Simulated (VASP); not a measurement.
Here is a VASP 6.6.1 calculation.

The input INCAR:

```
  PREC = Accurate
  ENCUT = 910
  EDIFF = 1E-6
  ISMEAR = 0
  SIGMA = 0.01
  LREAL = F
  LASPH = T
  NELM = 120
  ALGO = Normal
  ISIF = 2
  LWAVE = F
  LCHARG = F
  GGA = PS
  NBANDS = 28
  GGA_COMPAT = F
```

KPOINTS

```
Automatic mesh
0
Gamma
  6 6 6
```

POSCAR

```
BaTiO3
1.0
    4.0636669038      0.0000000000      0.0000000000
    0.0000000000      2.8925396159      2.9009514217
    0.0000000000     -2.8925396159      2.9009514217
Ba Ti O
1 1 3
Direct
    0.0000000000      0.0000000000      0.0000000000
    0.5000000000      0.5124000000      0.5124000000
    0.0000000000      0.4874000000      0.4874000000
    0.5000000000      0.5052400000      0.9918400000
    0.5000000000      0.9918400000      0.5052400000
```

Potentials or basis: VASP PAW PBE potentials, release 64 (Ba_sv, Ti_sv, O_h).

Run with:

```console
$ cat potpaw_PBE.64/Ba_sv/POTCAR potpaw_PBE.64/Ti_sv/POTCAR potpaw_PBE.64/O_h/POTCAR > POTCAR
$ mpirun -np 1 vasp_std > vasp.out
```

Task: What does it give for the pressure?

Result: -11.1 GPa.

Task: What does it give for the largest force?

Result: 0.477 eV/Å.

Task: What does it give for the band gap on the k mesh?

Result: 1.69 eV, indirect (least direct gap 1.94 eV).

Stress tensor (GPa, compression positive):
```
-10.99   0.00   0.00
  0.00 -10.82   0.00
  0.00   0.00 -11.36
```

Caveat: the cutoff is under 1.25 times the usual one of these potentials, so pressure, stress and relaxed cells hold a basis-set (Pulay) error; the PAW data sets were made with another functional, which shifts forces and pressure a little; spin-orbit coupling is left out, which moves the levels of the heavy elements. A k mesh can miss the band edges.
